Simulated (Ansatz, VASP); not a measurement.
# BP: VASP beside Ansatz

```
B P
1.0
     0.00000    2.17199    2.28075
     2.17199    0.00000    2.28075
     2.17199    2.17199    0.00000
B P
1 1
Direct
  0.00000 0.00000 0.00000
  0.25000 0.25000 0.25000
```

Change from the starting cell: strained cell.

Alike in both runs: functional PBEsol; k mesh 10 × 10 × 10; occupations gaussian, width 0.02 eV; no spin polarisation.

Ansatz relaxed the structure, and its values are those at the end. VASP's run is a single point on that final structure, the one shown.

|  | VASP | Ansatz |
| --- | --- | --- |
| version | VASP 6.6.1 | Ansatz 0.2.0 |
| potentials or method | VASP PAW PBE potentials, release 64 (B, P), cutoff 500 eV | scalar-relativistic, plane waves, PAW |
| valence electrons in the cell | 8 | 8 |

Ansatz gave:

| Quantity | Value |
| --- | --- |
| gap on the k mesh at the Fermi level (eV) | 0.65 |
| least direct gap on the mesh (eV) | 3.25 |
| pressure (GPa) | 13.6 |

Question: Which values does VASP return?

Answer: gap on the k mesh at the Fermi level (eV): 0.64; least direct gap on the mesh (eV): 3.24; pressure (GPa): 13.7.

VASP's potentials were made for PBE, not for PBEsol, and Ansatz warns of the same on its side. With one functional, cell and mesh, what is left measures potentials, basis and numerics. Ansatz's warnings: stress scf threshold loose.
